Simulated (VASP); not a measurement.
Runs of VASP 6.6.1 on ScAlN2. The structure is that of space group P6/mmm (No. 191), or close to it. The cells are those of the table. 

| task | spin | cell | k mesh | cutoff (eV) | gap on the mesh (eV) | pressure (GPa) | moment (μB) | relaxed volume (Å³/atom) |
| --- | --- | --- | --- | --- | --- | --- | --- | --- |
| single point | collinear, ferromagnetic start | a = 3.729, b = 3.729, c = 6.310 Å, angles 90.0, 90.0, 120.0°, 4 atoms | 6 × 6 × 4 | 520 | none | 0.4 | (b) | - |
| single point | off | a = 3.729, b = 3.729, c = 6.310 Å, angles 90.0, 90.0, 120.0°, 4 atoms | 6 × 6 × 4 | 520 | none | 0.4 | - | - |
| relaxation of cell and atoms | off | relaxed from a = 3.873, b = 3.873, c = 4.354 Å, angles 90.0, 90.0, 120.0°, 4 atoms | 6 × 6 × 4 | 600 | none | 0.0 | - | 17.70 |
| single point | off | a = 3.873, b = 3.873, c = 4.354 Å, angles 90.0, 90.0, 120.0°, 4 atoms | 6 × 6 × 4 | 520 | none | 19.6 | - | - |
| single point | collinear, ferromagnetic start | a = 3.873, b = 3.873, c = 4.354 Å, angles 90.0, 90.0, 120.0°, 4 atoms | 6 × 6 × 4 | 520 | none | 19.7 | (a) | - |
| single point | off | a = 3.725, b = 3.725, c = 6.474 Å, angles 90.0, 90.0, 120.0°, 4 atoms | 12 × 12 × 8 | 520 | none | 0.3 | - | - |
| relaxation of cell and atoms | off | relaxed from a = 3.729, b = 3.729, c = 6.310 Å, angles 90.0, 90.0, 120.0°, 4 atoms | 12 × 12 × 8 | 600 | none | 0.0 | - | 19.45 |

Alike in all rows: level PBE; potentials or basis VASP PAW PBE potentials, release 64 (Sc_sv, Al, N); smearing gaussian 0.1 eV.

Q: Estimate the missing entries.

A: (a) 0.20; (b) 0.27.

Caveats: some runs use coarse meshes; the volume moved by over 15 % at a fixed basis, so the end points are rough (some runs).

A gap of «none» marks levels without a gap at the run's occupations.
